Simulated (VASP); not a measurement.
# C (R-3m) in VASP: phonons with PBEsol+D3(BJ)

Aim: the phonons of C with PBEsol+D3(BJ).

Program: VASP 6.6.1. These are calculated values, not measurements. Logs are shortened: lines on timing, memory, paths and dates and some standing lists are left out, and cuts for length are marked.

## 1. The cell of the first run

It takes space group R-3m (No. 166, trigonal). The conventional cell has a = 2.458 Å, b = 2.458 Å, c = 9.851 Å, α = 90.00°, β = 90.00°, γ = 120.00°. C (site symmetry 3m) has 3 C at 1.42 Å within 1.9 Å.

## 2. Phonons, PBEsol+D3(BJ) (zone-centre modes of this cell by finite displacements)

INCAR

```
SYSTEM = C
PREC     = Accurate       ! precision mode
ENCUT    = 520            ! plane-wave cutoff, eV
EDIFF    = 1E-8           ! SCF threshold, eV
ISMEAR   = 0              ! smearing method
SIGMA    = 0.05           ! smearing width, eV
LREAL    = .FALSE.        ! projectors in reciprocal space
LASPH    = .TRUE.         ! aspherical terms in the spheres
NELM     = 80             ! most SCF steps
ALGO     = Normal         ! electronic algorithm
ISIF     = 2              ! what is computed and relaxed
LWAVE    = .FALSE.        ! write WAVECAR
LCHARG   = .FALSE.        ! write CHGCAR
GGA      = PS             ! functional
IVDW     = 12             ! dispersion correction
IBRION   = 6              ! ionic algorithm
NFREE    = 2            
POTIM    = 0.015          ! step
NSW      = 1              ! ionic steps
```

KPOINTS

```
Automatic mesh
0
G
  15 15 15
  0 0 0
```

POSCAR

```
C
1.0
    1.2291305633      0.7096388616      3.2835658809
   -1.2291305633      0.7096388616      3.2835658809
    0.0000000000     -1.4192777231      3.2835658809
C
2
Direct
    0.1665835217      0.1665835217      0.1665835217
    0.8334164783      0.8334164783      0.8334164783
```

Potentials or basis: VASP PAW PBE potentials, release 64 (C).

Launch:

```bash
cat potpaw_PBE.64/C/POTCAR > POTCAR
mpirun -np 1 vasp_std > vasp.out
```

OUTCAR:

```text
SYSTEM = C
   PREC = Accurate
   ENCUT = 520
   EDIFF = 1E-8
   ISMEAR = 0
   LREAL = .FALSE.
   LASPH = .TRUE.
   NELM = 80
   ISIF = 2
   GGA = PS
   IVDW = 12
   IBRION = 6
   NFREE = 2
   POTIM = 0.015
   NSW = 1
 IVDW          = 12

 ion  position               nearest neighbor table
   1  0.167  0.167  0.167-   2 1.42   2 1.42   2 1.42
   2  0.833  0.833  0.833-   1 1.42   1 1.42   1 1.42

  LATTYP: Found a trigonal (rhomboedric) cell.
 ALAT       =     3.5771712497
 COS(alpha) =     0.7638725005

  Lattice vectors:

 A1 = (   1.2291305633,   0.7096388616,   3.2835658809)
 A2 = (  -1.2291305633,   0.7096388616,   3.2835658809)
 A3 = (   0.0000000000,  -1.4192777231,   3.2835658809)

Analysis of symmetry for initial positions (statically):
=====================================================================
 Subroutine PRICEL returns:
 Original cell was already a primitive cell.

 Routine SETGRP: Setting up the symmetry group for a
 trigonal (rhombohedral) supercell.

 Subroutine GETGRP returns: Found 12 space group operations
 (whereof 12 operations were pure point group operations)
 out of a pool of 12 trial point group operations.

The static configuration has the point symmetry D_3d.

Analysis of symmetry for dynamics (positions and initial velocities):
=====================================================================
 Subroutine PRICEL returns:
 Original cell was already a primitive cell.

 Routine SETGRP: Setting up the symmetry group for a
 trigonal (rhombohedral) supercell.

 Subroutine GETGRP returns: Found 12 space group operations
 (whereof 12 operations were pure point group operations)
 out of a pool of 12 trial point group operations.

The dynamic configuration has the point symmetry D_3d.

 Subroutine INISYM returns: Found 12 space group operations
 (whereof 12 operations are pure point group operations),
 and found     1 'primitive' translations

----------------------------------------------------------------------------------------

                                     Primitive cell

  volume of cell :      17.1843

[... 126 lines left out ...]

--------------------------------------- Ionic step        1  -------------------------------------------

 number of electron       8.0000000 magnetization

 Free energy of the ion-electron system (eV)
  ---------------------------------------------------
  ext. energy  EPLUGINS =         0.00000000
  ---------------------------------------------------
  free energy    TOTEN  =       -19.28132229 eV

  energy without entropy =      -19.28132229  energy(sigma->0) =      -19.28132229

------------------------ aborting loop because EDIFF is reached ----------------------------------------

 Edisp (eV)   -0.22520

 E8    (eV) :    -0.1095
[... 151 lines left out ...]
--------------------------------------- Ionic step        5  -------------------------------------------

 number of electron       8.0000000 magnetization

 Free energy of the ion-electron system (eV)
  ---------------------------------------------------
  ext. energy  EPLUGINS =         0.00000000
  ---------------------------------------------------
  free energy    TOTEN  =       -19.27945740 eV

  energy without entropy =      -19.27945740  energy(sigma->0) =      -19.27945740

 E-fermi :   4.6906     XC(G=0): -10.7149

 val. band max:        4.4480361773   @ k =  -0.3333   0.3333   0.0000
 cond. band min:       5.2282337409   @ k =  -0.3333   0.3333   0.0000
 fundamental gap:      0.7801975636
 Fermi energy:         4.6905622629

 k-point     1 :       0.0000    0.0000    0.0000
  band No.  band energies     occupation
      1     -14.8669      2.00000
      2      -1.6455      2.00000
      3       1.8909      2.00000
      4       1.8909      2.00000
      5       9.0322      0.00000
      6      13.2515      0.00000
      7      13.2515      0.00000
      8      16.3056      0.00000
[... 243 lines left out ...]
 k-point    24 :       0.2000    0.1333    0.0000
  band No.  band energies     occupation
      1     -14.0835      2.00000
      2      -1.1198      2.00000
      3      -0.4905      2.00000
      4       0.4648      2.00000
      5      10.5479      0.00000
      6      13.5342      0.00000
      7      13.9894      0.00000
      8      15.6188      0.00000

 [... further k-points ...]

------------------------ aborting loop because EDIFF is reached ----------------------------------------

 Edisp (eV)   -0.22520

 E8    (eV) :    -0.1095
[... 25 lines left out ...]
  FREE ENERGIE OF THE ION-ELECTRON SYSTEM (eV)
  ---------------------------------------------------
  free  energy   TOTEN  =       -19.5046582523 eV

  energy  without entropy=      -19.5046582523  energy(sigma->0) =      -19.50465825

 INTERNAL STRAIN TENSORS FROM DISPLACED ATOMS
 ============================================

 INTERNAL STRAIN TENSOR FOR ION    1 for displacements in x,y,z  (eV/Angst):
          X           Y           Z          XY          YZ          ZX
  --------------------------------------------------------------------------------
  x     0.00000     0.00000     0.00000    13.12912    -0.00000     0.04923
  y    13.12912   -13.12912     0.00000     0.00000     0.04923     0.00000
  z    -0.06899    -0.06899     0.27606     0.00000     0.00000     0.00000

 INTERNAL STRAIN TENSOR FOR ION    2 for displacements in x,y,z  (eV/Angst):
          X           Y           Z          XY          YZ          ZX
  --------------------------------------------------------------------------------
  x    -0.00000     0.00000    -0.00000   -13.12912     0.00000    -0.04923
  y   -13.12912    13.12912    -0.00000    -0.00000    -0.04923     0.00000
  z     0.06899     0.06899    -0.27606     0.00000    -0.00000     0.00000

 Eigenvectors and eigenvalues of the dynamical matrix
 ----------------------------------------------------

   1 f  =   47.542905 THz   298.720880 2PiTHz 1585.860596 cm-1   196.621566 meV
             X         Y         Z           dx          dy          dz
      0.000000  0.000000  1.640964     0.707107    0.000002    0.000000
      0.000000  0.000000  8.209734    -0.707107   -0.000002   -0.000000
[... 21 lines left out ...]
   6 f/i=    0.000001 THz     0.000004 2PiTHz    0.000023 cm-1     0.000003 meV
             X         Y         Z           dx          dy          dz
      0.000000  0.000000  1.640964     0.211085    0.674865   -0.000018
      0.000000  0.000000  8.209734     0.211085    0.674865   -0.000018

 ELASTIC MODULI CONTR FROM IONIC RELAXATION (kBar)
 Direction    XX          YY          ZZ          XY          YZ          ZX
 --------------------------------------------------------------------------------
 XX        -289.3816    289.3278      0.1077     -0.0000     -1.0850     -0.0000
 YY         289.3278   -289.3816      0.1077      0.0000      1.0850      0.0000
 ZZ           0.1077      0.1077     -0.4309     -0.0000     -0.0000     -0.0000
 XY          -0.0000      0.0000     -0.0000   -289.3547     -0.0000     -1.0850
 YZ          -1.0850      1.0850     -0.0000     -0.0000     -0.0041     -0.0000
 ZX          -0.0000      0.0000     -0.0000     -1.0850     -0.0000     -0.0041
 --------------------------------------------------------------------------------
```

Run time: 3.9 min. Hardware: 1 thread of Intel Xeon 6975P-C (Granite Rapids), shared host; peak memory 0.44 GiB.

Results:

```yaml
Highest_phonon_frequency_at_Γ: 1586 cm⁻¹
Dispersion_energy_per_atom: -0.113 eV
```

Phonon frequencies in cm⁻¹ (negative: imaginary):
| q point | frequencies |
| --- | --- |
| (0.000, 0.000, 0.000) | 0 0 0 864 1586 1586 |

Caveat: the cell differs from its parent crystal (zone-centre modes of this cell by finite displacements).
